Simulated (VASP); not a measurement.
Set up this calculation in VASP 6.6.1, as the native input.

```yaml
Task: electric field gradients
Functional: PBE
Potentials_or_basis: VASP PAW PBE potentials, release 64 (Sb, Pt)
Cutoff: 520 eV
k_mesh: 5 × 5 × 5
Occupations: fermi-dirac, width 0.05 eV
Spin: no spin polarisation
Dipole_correction: no
Further_INCAR_settings: ALGO = Normal; EDIFF = 1e-08; NBANDS = 52
```

The structure of Sb2Pt lies in POSCAR:

```
Sb2Pt
1.0
    6.4400000000      0.0000000000      0.0000000000
    0.0000000000      6.4400000000      0.0000000000
    0.0000000000      0.0000000000      6.4400000000
Sb Pt
8 4
Direct
    0.3750000000      0.3750000000      0.3750000000
    0.1250000000      0.6250000000      0.8750000000
    0.8750000000      0.1250000000      0.6250000000
    0.6250000000      0.8750000000      0.1250000000
    0.6250000000      0.6250000000      0.6250000000
    0.8750000000      0.3750000000      0.1250000000
    0.1250000000      0.8750000000      0.3750000000
    0.3750000000      0.1250000000      0.8750000000
    0.0000000000      0.0000000000      0.0000000000
    0.5000000000      0.0000000000      0.5000000000
    0.5000000000      0.5000000000      0.0000000000
    0.0000000000      0.5000000000      0.5000000000
```

These files were run (other wordings do the same):

INCAR

```
SYSTEM = Sb2Pt
PREC = Accurate
ENCUT = 520
EDIFF = 1E-8
ISMEAR = -1
SIGMA = 0.05
LREAL = .FALSE.
LASPH = .TRUE.
NELM = 100
ALGO = Normal
ISIF = 2
LWAVE = .FALSE.
LCHARG = .FALSE.
GGA = PE
LEFG = .TRUE.
NBANDS = 52
```

KPOINTS

```
regular mesh
0
G
  5 5 5
  0 0 0
```

Potentials or basis: VASP PAW PBE potentials, release 64 (Sb, Pt).

Launch:

```sh
$ cat potpaw_PBE.64/Sb/POTCAR potpaw_PBE.64/Pt/POTCAR > POTCAR
$ mpirun -np 1 vasp_std > vasp.out
```

Results of the run:

```json
{
  "Pressure": "5.9 GPa",
  "Band gap on the k mesh": "zero (band 40 reaches 9.44 eV, above the bottom of band 41 at 9.38 eV)"
}
```

Caveat: without QUAD_EFG the Cq values of the log hold for a quadrupole moment of 1 mb, not for the nuclei; spin-orbit coupling is left out, which moves the levels of the heavy elements.

Run time: 4.2 min on 1 thread of Oxide Virtual Turin-like Processor (shared host), peak memory 0.36 GiB.
